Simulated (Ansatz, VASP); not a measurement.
Two plane-wave programs on TiAl

```
CELL_PARAMETERS angstrom
2.86726 0.00000 0.00000
-1.43363 2.48312 0.00000
0.00000 0.00000 4.67808
ATOMIC_POSITIONS crystal
Ti 0.00000 0.00000 0.00000
Al 0.33333 0.66667 0.50000
```

Alike in both runs: functional PBE-based screened hybrid; k mesh 6 × 6 × 3; occupations fermi-dirac, width 0.05 eV; no spin polarisation.

|  | VASP | Ansatz |
| --- | --- | --- |
| version | VASP 6.6.1 | Ansatz 0.2.0 |
| potentials or method | VASP PAW PBE potentials, release 64 (Ti_sv, Al) | Ansatz PAW |
| plane-wave cutoff (eV) | 520 | 420 |
| valence electrons in the cell | 15 | 15 |
| task | single point | band structure |

VASP gave:

```
gap on the k mesh at the Fermi level (eV)                     : none
pressure (GPa)                                                : -0.9
traceless stress, the component that is largest in VASP (GPa) : -2.12
```

Q: Which values does Ansatz return?

A: gap on the k mesh at the Fermi level (eV): none; pressure (GPa): -0.6; traceless stress, the component that is largest in VASP (GPa): -2.10.

VASP's potentials were made for PBE, not for PBE-based screened hybrid. A gap of «none» marks a metal or a gap that the smearing closes. With one functional, cell and mesh, what is left measures potentials, basis and numerics.

The k mesh is coarse, so the values compare programs but aren't converged.
